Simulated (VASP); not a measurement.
# TiTl2I6O18 (R-3) in VASP: electric field gradients with PBE

Aim: the electric field gradients of TiTl2I6O18 with PBE.

All numbers are computed with VASP 6.6.1; they aren't measurements. Logs are shortened: lines on timing, memory, paths and dates and some standing lists are left out, and cuts for length are marked.

### 1 The cell of the first run

It takes space group R-3 (No. 148, trigonal). Conventional cell: a = 11.567 Å, b = 11.567 Å, c = 11.545 Å, α = 90.00°, β = 90.00°, γ = 120.00°. Ti (site symmetry -3) has 6 O at 1.98 Å within 2.6 Å. Tl (site symmetry 3) has 12 O at 2.98 to 3.66 Å and 1 Ti at 3.82 Å and 1 Tl at 3.90 Å and 3 I at 3.95 Å within 4.0 Å. Within 2.8 Å of I (site symmetry 1) lie 5 O at 1.85 to 2.70 Å. O (site symmetry 1) has 1 I at 1.92 Å and 1 Ti at 1.98 Å within 2.5 Å. Within 2.5 Å of O (site symmetry 1) lie 1 I at 1.86 Å. O (site symmetry 1) has 2 I at 1.85 to 2.53 Å within 2.6 Å.

### 2 Electric field gradients, PBE (16.52 Å³/atom)

INCAR

```
PREC = Accurate
ENCUT = 520
EDIFF = 1E-8
ISMEAR = -1
SIGMA = 0.02
LREAL = Auto
LASPH = True
NELM = 80
ALGO = Normal
ISIF = 2
LWAVE = False
LCHARG = False
GGA = PE
LEFG = True
NBANDS = 113
```

KPOINTS

```
Automatic mesh
0
Gamma
  3 3 3
```

POSCAR

```
TiTl2I6O18
1.0
    5.7834684828      3.3390870854      3.8484184514
   -5.7834684828      3.3390870854      3.8484184514
    0.0000000000     -6.6781741708      3.8484184514
Ti Tl I O
1 2 6 18
Direct
    0.5000000000      0.5000000000      0.5000000000
    0.8310449067      0.8310449067      0.8310449067
    0.1689550933      0.1689550933      0.1689550933
    0.7049203096      0.1239830861      0.3398162741
    0.3398162741      0.7049203096      0.1239830861
    0.1239830861      0.3398162741      0.7049203096
    0.2950796904      0.8760169139      0.6601837259
    0.6601837259      0.2950796904      0.8760169139
    0.8760169139      0.6601837259      0.2950796904
    0.5482517356      0.2982120806      0.3357741849
    0.3357741849      0.5482517356      0.2982120806
    0.2982120806      0.3357741849      0.5482517356
    0.4517482644      0.7017879194      0.6642258151
    0.6642258151      0.4517482644      0.7017879194
    0.7017879194      0.6642258151      0.4517482644
    0.9077192196      0.2916213863      0.3928879518
    0.3928879518      0.9077192196      0.2916213863
    0.2916213863      0.3928879518      0.9077192196
    0.0922807804      0.7083786137      0.6071120482
    0.6071120482      0.0922807804      0.7083786137
    0.7083786137      0.6071120482      0.0922807804
    0.6859769116      0.0798355174      0.0962098378
    0.0962098378      0.6859769116      0.0798355174
    0.0798355174      0.0962098378      0.6859769116
    0.3140230884      0.9201644826      0.9037901622
    0.9037901622      0.3140230884      0.9201644826
    0.9201644826      0.9037901622      0.3140230884
```

Potentials or basis: VASP PAW PBE potentials, release 64 (Ti_sv, Tl_d, I, O).

Command:

```bash
cat potpaw_PBE.64/Ti_sv/POTCAR potpaw_PBE.64/Tl_d/POTCAR potpaw_PBE.64/I/POTCAR potpaw_PBE.64/O/POTCAR > POTCAR
mpirun -np 1 vasp_std > vasp.out
```

OUTCAR:

```text
PREC = Accurate
   ENCUT = 520
   EDIFF = 1E-8
   ISMEAR = -1
   LREAL = Auto
   LASPH = True
   NELM = 80
   ISIF = 2
   GGA = PE

 ion  position               nearest neighbor table
   1  0.500  0.500  0.500-  10 1.98  13 1.98  11 1.98  14 1.98  12 1.98  15 1.98
   2  0.831  0.831  0.831-  20 2.98  19 2.98  21 2.98  13 3.03  14 3.03  15 3.03  23 3.04  22 3.04
                            24 3.04   3 3.90
   3  0.169  0.169  0.169-  17 2.98  16 2.98  18 2.98  10 3.03  11 3.03  12 3.03  26 3.04  25 3.04
                            27 3.04   2 3.90
   4  0.705  0.124  0.340-  22 1.85  16 1.86  10 1.92  27 2.53  17 2.70
   5  0.340  0.705  0.124-  23 1.85  17 1.86  11 1.92  25 2.53  18 2.70
   6  0.124  0.340  0.705-  24 1.85  18 1.86  12 1.92  26 2.53  16 2.70
   7  0.295  0.876  0.660-  25 1.85  19 1.86  13 1.92  24 2.53  20 2.70
   8  0.660  0.295  0.876-  26 1.85  20 1.86  14 1.92  22 2.53  21 2.70
   9  0.876  0.660  0.295-  27 1.85  21 1.86  15 1.92  23 2.53  19 2.70
  10  0.548  0.298  0.336-   4 1.92   1 1.98   3 3.03
  11  0.336  0.548  0.298-   5 1.92   1 1.98   3 3.03
  12  0.298  0.336  0.548-   6 1.92   1 1.98   3 3.03
  13  0.452  0.702  0.664-   7 1.92   1 1.98   2 3.03
  14  0.664  0.452  0.702-   8 1.92   1 1.98   2 3.03
  15  0.702  0.664  0.452-   9 1.92   1 1.98   2 3.03
[... 10 lines left out ...]
  26  0.904  0.314  0.920-   8 1.85   6 2.53   3 3.04
  27  0.920  0.904  0.314-   9 1.85   4 2.53   3 3.04

  LATTYP: Found a trigonal (rhomboedric) cell.
 ALAT       =     7.7076802498
 COS(alpha) =    -0.1260543756

  Lattice vectors:

 A1 = (   5.7834684828,   3.3390870854,   3.8484184514)
 A2 = (  -5.7834684828,   3.3390870854,   3.8484184514)
 A3 = (   0.0000000000,  -6.6781741708,   3.8484184514)

Analysis of symmetry for initial positions (statically):
=====================================================================
 Subroutine PRICEL returns:
 Original cell was already a primitive cell.

 Routine SETGRP: Setting up the symmetry group for a
 trigonal (rhombohedral) supercell.

 Subroutine GETGRP returns: Found  6 space group operations
 (whereof  6 operations were pure point group operations)
 out of a pool of 12 trial point group operations.

The static configuration has the point symmetry S_6 .

Analysis of symmetry for dynamics (positions and initial velocities):
=====================================================================
 Subroutine PRICEL returns:
 Original cell was already a primitive cell.

 Routine SETGRP: Setting up the symmetry group for a
 trigonal (rhombohedral) supercell.

 Subroutine GETGRP returns: Found  6 space group operations
 (whereof  6 operations were pure point group operations)
 out of a pool of 12 trial point group operations.

The dynamic configuration has the point symmetry S_6 .

 Subroutine INISYM returns: Found  6 space group operations
 (whereof  6 operations are pure point group operations),
 and found     1 'primitive' translations

----------------------------------------------------------------------------------------

                                     Primitive cell

  volume of cell :     445.9125

  direct lattice vectors                    reciprocal lattice vectors
     5.783468483  3.339087085  3.848418451     0.086453311  0.049913842  0.086615668
    -5.783468483  3.339087085  3.848418451    -0.086453311  0.049913842  0.086615668
     0.000000000 -6.678174171  3.848418451     0.000000000 -0.099827685  0.086615668

  length of vectors
     7.707680250  7.707680250  7.707680250     0.132165958  0.132165958  0.132165958

  position of ions in fractional coordinates (direct lattice)
     0.500000000  0.500000000  0.500000000
     0.831044907  0.831044907  0.831044907
     0.168955093  0.168955093  0.168955093
     0.704920310  0.123983086  0.339816274
     0.339816274  0.704920310  0.123983086
     0.123983086  0.339816274  0.704920310
[... 19 lines left out ...]
     0.903790162  0.314023088  0.920164483
     0.920164483  0.903790162  0.314023088

  ion indices of the primitive-cell ions
   primitive index   ion index
                 1           1
                 2           2
                 3           3
                 4           4
                 5           5
                 6           6
[... 19 lines left out ...]
                26          26
[... 42 lines left out ...]
   NGX,Y,Z   is equivalent  to a cutoff of  12.94, 12.94, 12.94 a.u.
   NGXF,Y,Z  is equivalent  to a cutoff of  25.88, 25.88, 25.88 a.u.
 SYSTEM =  unknown system
   PREC   = accura    normal or accurate (medium, high low for compatibility)
   ISTART =      0    job   : 0-new  1-cont  2-samecut
   ICHARG =      2    charge: 1-file 2-atom 10-const
   ISPIN  =      1    spin polarized calculation?
   LNONCOLLINEAR =      F non collinear calculations
   LSORBIT =      F    spin-orbit coupling
   LASPH  =      T    aspherical Exc in radial PAW
   ENCUT  =  520.0 eV  38.22 Ry    6.18 a.u.  14.33 14.33 14.33*2*pi/ulx,y,z
   NELM   =     80;   NELMIN=  2; NELMDL= -5     # of ELM steps
   EDIFF  = 0.1E-07   stopping-criterion for ELM
   LREAL  =      T    real-space projection
   EDIFFG = 0.1E-06   stopping-criterion for IOM
   NSW    =      0    number of steps for IOM
   IBRION =     -1    ionic relax: 0-MD 1-quasi-New 2-CG
   NFREE  =      0    steps in history (QN), initial steepest desc. (CG)
   ISIF   =      2    stress and relaxation
   ISYM   =      2    0-nonsym 1-usesym 2-fastsym
   POTIM  = 0.5000    time-step for ionic-motion
   TEBEG  =    0.0;   TEEND  =   0.0 temperature during run
   PSTRESS=    0.0 pullay stress
   NELECT =     188.0000    total number of electrons
   NUPDOWN=      -1.0000    fix difference up-down
   EMIN   =  10.00;   EMAX   =-10.00  energy-range for DOS
   EFERMI =   0.00;   METHOD = LEGACY
   ISMEAR =    -1;   SIGMA  =   0.02  broadening in eV -4-tet -1-fermi 0-gaus
   EFERMI_NEDOS =   21; number of points for ismear=-14 and -15
   IALGO  =     38    algorithm
   IMIX   =      4    mixing-type and parameters
     AMIX     =   0.40;   BMIX     =  1.00
     AMIX_MAG =   1.60;   BMIX_MAG =  1.00
  volume/ion in A,a.u.               =      16.52       111.45
  Fermi-wavevector in a.u.,A,eV,Ry     =   1.227564  2.319760 20.502809  1.506914
  Thomas-Fermi vector in A             =   2.362523
   LORBIT       =      0    0 simple, 1 ext, 2 COOP (PROOUT), +10 PAW based schemes
   GGA     = PE    functional components
   LHFCALC =     F    Hartree Fock is set to
   AEXX    =    0.0000 exact exchange contribution
   IVDW    =     0    specifies the selected vdW correction
   LEPSILON=     F    determine dielectric tensor
   LRPA    =     F    only Hartree local field effects (RPA)
 non-spin polarized calculation
  energy-cutoff  :      520.00
  volume of cell :      445.91
 maximum number of plane-waves:     12033
 NGX is ok and might be reduce to    60
   NGX = 29   NGY = 29   NGZ = 29

 number of electron     188.0000008 magnetization

 Free energy of the ion-electron system (eV)
  ---------------------------------------------------
  ext. energy  EPLUGINS =         0.00000000
  ---------------------------------------------------
  free energy    TOTEN  =      -129.67909876 eV

  energy without entropy =     -129.67909876  energy(sigma->0) =     -129.67909876

 E-fermi :   3.4746     XC(G=0):  -9.5172

 val. band max:        2.9003783884   @ k =   0.3333   0.3333   0.3333
 cond. band min:       5.4103417777   @ k =  -0.3333   0.3333   0.0000
 fundamental gap:      2.5099633893
 Fermi energy:         3.4745658798

 k-point     1 :       0.0000    0.0000    0.0000
  band No.  band energies     occupation
      1     -54.0494      2.00000
      2     -30.3043      2.00000
      3     -30.2544      2.00000
      4     -30.2544      2.00000
      5     -17.0135      2.00000
      6     -16.6212      2.00000
[... 643 lines left out ...]
    105       7.1866      0.00000
    106       7.2531      0.00000
 [bands above 106 left out]

------------------------ aborting loop because EDIFF is reached ----------------------------------------

  FORCE on cell =-STRESS in cart. coord.  units (eV):
  Direction    XX          YY          ZZ          XY          YZ          ZX
  --------------------------------------------------------------------------------------
  -------------------------------------------------------------------------------------
  Total       -5.2356193     -5.2356193     -9.1071150      0.0000025      0.0000000     -0.0000000
  in kB      -18.8117406    -18.8117406    -32.7221434      0.0000088      0.0000000     -0.0000000
  external PRESSURE =     -23.4485416 kB  Pullay stress =       0.0000000 kB

 VOLUME and BASIS-vectors are now :
 -----------------------------------------------------------------------------
  energy-cutoff  :      520.00
  volume of cell :      445.91
      direct lattice vectors                 reciprocal lattice vectors
     5.783468483  3.339087085  3.848418451     0.086453311  0.049913842  0.086615668
    -5.783468483  3.339087085  3.848418451    -0.086453311  0.049913842  0.086615668
     0.000000000 -6.678174171  3.848418451     0.000000000 -0.099827685  0.086615668

 POSITION                                       TOTAL-FORCE (eV/Angst)
 -----------------------------------------------------------------------------------
      0.00000      0.00000      5.77263         0.000000      0.000000     -0.000000
      0.00000      0.00000      9.59463         0.000000      0.000000     -0.037749
      0.00000      0.00000      1.95063         0.000000      0.000000      0.037749
      3.35983      0.49843      4.49772        -0.386656      0.903294      0.144657
     -2.11157      2.66049      4.49772        -0.588948     -0.786501      0.144657
     -1.24826     -3.15891      4.49772         0.975603     -0.116794      0.144657
[... 19 lines left out ...]
      3.41090     -2.07863      8.22783        -0.459812     -0.134480     -0.445598
      0.09470      3.99324      8.22783         0.346369     -0.330968     -0.445598
 -----------------------------------------------------------------------------------
    total drift:                               -0.000000      0.000000      0.000000

  FREE ENERGIE OF THE ION-ELECTRON SYSTEM (eV)
  ---------------------------------------------------
  free  energy   TOTEN  =      -129.6790987572 eV

  energy  without entropy=     -129.6790987572  energy(sigma->0) =     -129.67909876

 Electric field gradients (V/A^2)
---------------------------------------------------------------------
 ion       V_xx      V_yy      V_zz      V_xy      V_xz      V_yz
---------------------------------------------------------------------
   1       3.242     3.242    -6.484    -0.000    -0.000    -0.000
   2      -9.726    -9.726    19.451    -0.000     0.000     0.000
   3      -9.726    -9.726    19.451    -0.000     0.000     0.000
   4     238.330  -392.431   154.101   230.638    51.155   -90.062
   5     -35.002  -119.099   154.101  -388.447    52.419    89.333
   6    -434.479   280.378   154.101   157.808  -103.574     0.729
[... 19 lines left out ...]
  26      30.708   -33.547     2.839    67.763   108.933    46.873
  27      41.201   -44.040     2.839   -61.705   -95.059    70.902
---------------------------------------------------------------------

 Electric field gradients after diagonalization (V/A^2)
 (convention: |V_zz| > |V_xx| > |V_yy|)
----------------------------------------------------------------------
 ion       V_xx      V_yy      V_zz     asymmetry (V_yy - V_xx)/ V_zz
----------------------------------------------------------------------
   1       3.242     3.242    -6.484       0.000
   2      -9.726    -9.726    19.451       0.000
   3      -9.726    -9.726    19.451       0.000
   4     316.525   167.400  -483.925       0.308
   5     316.525   167.400  -483.925       0.308
   6     316.525   167.400  -483.925       0.308
[... 19 lines left out ...]
  26     -95.898   -65.171   161.069       0.191
  27     -95.898   -65.171   161.069       0.191
----------------------------------------------------------------------

           NMR quadrupolar parameters

 Cq : quadrupolar parameter    Cq=e*Q*V_zz/h
 eta: asymmetry parameters     (V_yy - V_xx)/ V_zz
 Q  : nuclear electric quadrupole moment in mb (millibarn)
----------------------------------------------------------------------
 ion       Cq(MHz)       eta       Q (mb)
----------------------------------------------------------------------
   1      -0.016       0.000       1.000
   2       0.047       0.000       1.000
   3       0.047       0.000       1.000
   4      -1.170       0.308       1.000
   5      -1.170       0.308       1.000
   6      -1.170       0.308       1.000
[... 19 lines left out ...]
  26       0.389       0.191       1.000
  27       0.389       0.191       1.000
----------------------------------------------------------------------
```

It took 18 min on 1 thread of Intel Xeon 8259CL, shared host; peak memory 0.61 GiB.

Results:

| Item | Value |
| --- | --- |
| Free energy | -129.6791 eV |
| Pressure | -2.3 GPa |
| Largest force | 0.993 eV/Å |
| Band gap on the k mesh | 2.51 eV (least direct gap 2.57 eV) |
| Largest electric field gradient by atom | Ti -6.5; Tl +19.5; I -483.9; O +129.7, +143.6, +161.1 (each value once) V/Å² |

Forces in eV/Å, atoms in the order of the input:
```
Ti   0.000  0.000  0.000
Tl   0.000  0.000 -0.038
Tl   0.000  0.000  0.038
I   -0.387  0.903  0.145
I   -0.589 -0.787  0.145
I    0.976 -0.117  0.145
I    0.387 -0.903 -0.145
I    0.589  0.787 -0.145
I   -0.976  0.117 -0.145
O    0.297 -0.113  0.142
O   -0.050  0.314  0.142
O   -0.247 -0.201  0.142
O   -0.297  0.113 -0.142
O    0.050 -0.314 -0.142
O    0.247  0.201 -0.142
O   -0.041 -0.343 -0.553
O    0.317  0.136 -0.553
O   -0.277  0.207 -0.553
O    0.041  0.343  0.553
O   -0.317 -0.136  0.553
O    0.277 -0.207  0.553
O   -0.113 -0.465  0.446
O    0.460  0.134  0.446
O   -0.346  0.331  0.446
O    0.113  0.465 -0.446
O   -0.460 -0.134 -0.446
O    0.346 -0.331 -0.446
```

Electric field gradients, principal values (V/Å²):
| atom | least | middle | greatest (by size) |
| --- | --- | --- | --- |
| 1 Ti | 3.242 | 3.242 | -6.484 |
| 2 Tl | -9.726 | -9.726 | 19.451 |
| 3 Tl | -9.726 | -9.726 | 19.451 |
| 4 I | 167.400 | 316.525 | -483.925 |
| 5 I | 167.400 | 316.525 | -483.925 |
| 6 I | 167.400 | 316.525 | -483.925 |
| 7 I | 167.400 | 316.525 | -483.925 |
| 8 I | 167.400 | 316.525 | -483.925 |
| 9 I | 167.400 | 316.525 | -483.925 |
| 10 O | -58.346 | -71.359 | 129.704 |
| 11 O | -58.346 | -71.359 | 129.704 |
| 12 O | -58.346 | -71.359 | 129.704 |
| 13 O | -58.346 | -71.359 | 129.704 |
| 14 O | -58.346 | -71.359 | 129.704 |
| 15 O | -58.346 | -71.359 | 129.704 |
| 16 O | -62.798 | -80.789 | 143.587 |
| 17 O | -62.798 | -80.789 | 143.587 |
| 18 O | -62.798 | -80.789 | 143.587 |
| 19 O | -62.798 | -80.789 | 143.587 |
| 20 O | -62.798 | -80.789 | 143.587 |
| 21 O | -62.798 | -80.789 | 143.587 |
| 22 O | -65.171 | -95.898 | 161.069 |
| 23 O | -65.171 | -95.898 | 161.069 |
| 24 O | -65.171 | -95.898 | 161.069 |
| 25 O | -65.171 | -95.898 | 161.069 |
| 26 O | -65.171 | -95.898 | 161.069 |
| 27 O | -65.171 | -95.898 | 161.069 |

Caveat: without QUAD_EFG the Cq values of the log hold for a quadrupole moment of 1 mb, not for the nuclei; spin-orbit coupling is left out, which moves the levels of the heavy elements.
